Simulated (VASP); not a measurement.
ZrB2: single point with LDA

The system is ZrB2.

```
CELL_PARAMETERS angstrom
3.10170 0.00000 0.00000
-1.55085 2.68615 0.00000
0.00000 0.00000 3.52000
ATOMIC_POSITIONS crystal
Zr 0.00000 0.00000 0.00000
B 0.33333 0.66667 0.50000
B 0.66667 0.33333 0.50000
```

This cell differs from its parent crystal: equal xx and yy strain of -2 %.

| Property | Result |
| --- | --- |
| Program | VASP 6.6.1 |
| Task | single point |
| Functional | LDA |
| Potentials or basis | VASP PAW LDA potentials, release 64 (Zr_sv, B) |
| Cutoff | 520 eV |
| k mesh | 12 × 12 × 9 |
| Occupations | fermi-dirac, width 0.05 eV |
| Spin | no spin polarisation |

| Quantity | Value |
| --- | --- |
| Pressure | 3.7 GPa |
| Band gap on the k mesh | zero (bands 9 and 10 overlap by 1.33 eV) |

Stress tensor (GPa, compression positive):
```
 6.05  0.00  0.00
 0.00  6.05  0.00
 0.00  0.00 -0.95
```

Levels at points of the mesh, in eV from the Fermi level:
```
           k point  band 5  band 6  band 7  band 8  band 9  band 10  band 11  band 12  band 13  band 14
(0.00, 0.00, 0.00)  -12.86   -2.81   -2.65   -2.65   -2.47     3.54     3.54     4.17     4.17     5.42
(0.50, 0.00, 0.00)   -9.12   -8.40   -4.22   -3.11   -2.87     2.23     2.34     5.28     5.30     6.77
```

It took 20 s on 1 thread of Intel(R) Xeon(R) Platinum 8488C (Sapphire Rapids) (shared host), peak memory 0.16 GiB.

Caveat: the cell differs from its parent crystal (equal xx and yy strain of -2 %); the cell stands under pressure.
